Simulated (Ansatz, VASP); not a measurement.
## One calculation of TaN, two programs

INCAR

```
SYSTEM = TaN
PREC = Accurate ; ENCUT = 520
EDIFF = 1E-7 ; ISMEAR = 0
SIGMA = 0.15 ; LREAL = .FALSE.
LASPH = .TRUE. ; NELM = 100
ALGO = Normal ; ISIF = 2
LWAVE = .FALSE. ; LCHARG = .FALSE.
GGA = PS ; NBANDS = 15
```

File KPOINTS:

```
Automatic mesh
0
G
  18 18 16
  0 0 0
```

File POSCAR:

```
TaN
1.0
    3.0702000000      0.0000000000      0.0000000000
   -1.5351000000      2.6588711947      0.0000000000
    0.0000000000      0.0000000000      2.8349000000
Ta N
1 1
Direct
    0.3333333333      0.6666666667      0.5000000000
    0.0000000000      0.0000000000      0.0000000000
```

Input for Ansatz:

```yaml
crystal:
  lattice:
    - [3.0702, 0.0, 0.0]
    - [-1.5351, 2.6588711947, 0.0]
    - [0.0, 0.0, 2.8349]
  atoms:
    - { symbol: Ta, position: [0.3333333333, 0.6666666667, 0.5] }
    - { symbol: "N", position: [0.0, 0.0, 0.0] }
basis:
  ecutwfc: 520.0
kpoints:
  mp_grid: { grid: [18, 18, 16] }
hamiltonian:
  xc: pbesol
scf:
  occupations: { method: gaussian, width: 0.15 }
output:
  forces: true
  stress: true
  eigenvalues: true
```

Alike in both runs: task single point; functional PBEsol; k mesh 18 × 18 × 16; occupations gaussian, width 0.15 eV; no spin polarisation.

|  | VASP | Ansatz |
| --- | --- | --- |
| version | VASP 6.6.1 | Ansatz 0.2.0 |
| potentials or method | VASP PAW PBE potentials, release 64 (Ta_pv, N), cutoff 520 eV | scalar-relativistic, plane waves, PAW |
| valence electrons in the cell | 16 | 18 |

VASP gave:

```
gap on the k mesh at the Fermi level (eV)                     : none
pressure (GPa)                                                : -23.0
traceless stress, the component that is largest in VASP (GPa) : 21.08
```

Problem. Estimate Ansatz's values.

Solution. gap on the k mesh at the Fermi level (eV): none; pressure (GPa): -23.6; traceless stress, the component that is largest in VASP (GPa): 20.98.

VASP's potentials were made for PBE, not for PBEsol. A gap of «none» marks a metal or a gap that the smearing closes. VASP's potentials hold 16 valence electrons a cell and Ansatz's 18, so a difference there can come from the potentials and not from the codes.

Neither program's run includes spin-orbit coupling.
